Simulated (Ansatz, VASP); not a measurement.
ZnRe: VASP beside Ansatz

```xyz
2
Lattice="2.7482 0.0000 0.0000 -1.3741 2.3800 0.0000 0.0000 0.0000 4.3143" Properties=species:S:1:pos:R:3 pbc="T T T"
Re    0.0000    1.5867    2.1572
Zn    0.0000    0.0000    0.0000
```

Alike in both runs: functional PBE; k mesh 9 × 9 × 5; occupations fermi-dirac, width 0.05 eV; no spin polarisation.

```csv
,VASP,Ansatz
version,VASP 6.6.1,Ansatz 0.2.0
potentials or method,"VASP PAW PBE potentials, release 64 (Re_sv_GW, Zn)",Ansatz PAW
plane-wave cutoff (eV),500,420
valence electrons in the cell,27,27
task,single point,band structure
```

```csv
,VASP,Ansatz,Ansatz less VASP
gap on the k mesh at the Fermi level (eV),none,none,-
pressure (GPa),6.5,7.3,+0.78
"traceless stress, the component that is largest in VASP (GPa)",5.72,5.47,-0.253
```

A gap of «none» marks a metal or a gap that the smearing closes.

Spin-orbit coupling is off throughout.
